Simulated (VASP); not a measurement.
The system is PtS2.

```
Pt S
1.0
     3.65757    0.00000    0.00000
    -1.82879    3.16755    0.00000
     0.00000    0.00000    5.20145
Pt S
1 2
Cartesian
  0.0000 0.0000 0.0000
  1.8288 1.0559 4.0207
  0.0000 2.1117 1.1807
```

* Program: VASP 6.6.1
* Task: relaxation of cell and atoms
* Functional: optB88-vdW
* Potentials or basis: VASP PAW PBE potentials, release 64 (Pt, S)
* Cutoff: 390 eV
* k mesh: 6 × 6 × 4
* Occupations: gaussian, width 0.03 eV
* Spin: no spin polarisation

At the start: pressure -1.5 GPa; volume 20.09 Å³/atom.

Problem. How do energy, volume and symmetry change on relaxing?

Solution. Over 24 steps the energy falls by 14.1 meV/atom and the volume is 18.93 Å³/atom (-5.8 %); space group P-3m1 (No. 164, to 0.1 Å) before and after.

Step by step:
```tsv
step	energy change (eV)	largest force (eV/Å)	pressure (GPa)	volume (Å³)
1	0.0000	0.3506	-1.52	60.26
2	-0.0245	0.4442	1.55	58.61
3	-0.0245	0.4485	1.73	58.53
4	-0.0378	0.0676	0.01	58.81
5	-0.0379	0.0484	-0.09	58.82
6	-0.0384	0.0462	-0.14	58.76
7	-0.0399	0.0388	-0.31	58.58
8	-0.0416	0.0255	-0.63	58.22
9	-0.0404	0.0008	-1.22	57.47
10	-0.0419	0.0202	-0.78	58.00
11	-0.0422	0.0294	-0.67	57.90
12	-0.0429	0.0563	-0.38	57.61
13	-0.0433	0.1099	0.27	57.04
14	-0.0434	0.0984	0.15	57.16
15	-0.0436	0.0865	0.13	57.10
16	-0.0442	0.0526	0.09	56.93
17	-0.0444	0.0147	0.01	56.60
18	-0.0444	0.0071	0.03	56.71
19	-0.0444	0.0052	0.04	56.70
20	-0.0444	0.0016	-0.01	56.73
21	-0.0444	0.0013	-0.04	56.76
22	-0.0445	0.0006	-0.02	56.77
23	-0.0445	0.0009	0.04	56.79
24	-0.0424	0.0004	0.03	56.79
```

Final structure:
```
Pt S
1.0
     3.59708    0.00000    0.00000
    -1.79854    3.11516    0.00000
     0.00000    0.00000    5.06783
Pt S
1 2
Direct
  0.00000 0.00000 0.00000
  0.66667 0.33333 0.75618
  0.33333 0.66667 0.24382
```

Where two steps share one volume, the run began anew on that cell with a basis built for it.

Caveat: the PAW data sets were made with another functional, which shifts forces and pressure a little.
